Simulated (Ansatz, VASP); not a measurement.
## One calculation of Nb, two programs

POSCAR

```
Nb
1.0
    0.0000000000      2.1150000000      2.1361500000
    2.1150000000      0.0000000000      2.1361500000
    2.1150000000      2.1150000000      0.0000000000
Nb
1
Direct
    0.0000000000      0.0000000000      0.0000000000
```

INCAR.step1

```
SYSTEM = Nb
PREC = Accurate
ENCUT = 520
ISMEAR = 0
SIGMA = 0.15
LREAL = .False.
LASPH = .True.
NELM = 80
NBANDS = 12
GGA = PE
ALGO = Normal
EDIFF = 1E-4
LWAVE = .True.
LCHARG = .False.
```

Contents of INCAR.step2:

```
SYSTEM = Nb
PREC = Accurate
ENCUT = 520
EDIFF = 1E-6
ISMEAR = 0
SIGMA = 0.15
LREAL = .False.
LASPH = .True.
NELM = 80
ALGO = Normal
ISIF = 2
LWAVE = .False.
LCHARG = .False.
METAGGA = R2SCAN
LMIXTAU = .True.
NBANDS = 12
ISTART = 1
```

KPOINTS

```
Automatic mesh
0
Gamma
  20 20 20
  0 0 0
```

Input for Ansatz:

```yaml
crystal:
  lattice:
    - [0.0, 2.115, 2.13615]
    - [2.115, 0.0, 2.13615]
    - [2.115, 2.115, 0.0]
  atoms:
    - { symbol: Nb, position: [0.0, 0.0, 0.0] }
basis:
  ecutwfc: 500
kpoints:
  mp_grid: { grid: [20, 20, 20] }
hamiltonian:
  xc: r2scan
scf:
  occupations: { method: gaussian, width: 0.15 }
output:
  forces: true
  stress: true
  eigenvalues: true
  write_density: true
  write_potential: true
  elf: true
  volumetric_format: npy
```

Change from the starting cell: strain +0.0100 x Voigt [0, 0, 1, 0, 0, 0], atoms carried along.

Alike in both runs: task single point; functional r2SCAN; k mesh 20 × 20 × 20; occupations gaussian, width 0.15 eV; no spin polarisation.

|  | VASP | Ansatz |
| --- | --- | --- |
| version | VASP 6.6.1 | Ansatz 0.2.0 |
| potentials or method | VASP PAW PBE potentials, release 64 (Nb_sv), cutoff 520 eV | scalar-relativistic, plane waves, PAW |
| valence electrons in the cell | 13 | 13 |

VASP gave:

```
gap on the k mesh at the Fermi level (eV)                     : none
pressure (GPa)                                                : -3.8
traceless stress, the component that is largest in VASP (GPa) : 1.74
```

Task: Which values does Ansatz return?

Result: gap on the k mesh at the Fermi level (eV): none; pressure (GPa): -3.6; traceless stress, the component that is largest in VASP (GPa): 1.75.

VASP's potentials were made for PBE, not for r2SCAN. A gap of «none» marks a metal or a gap that the smearing closes.
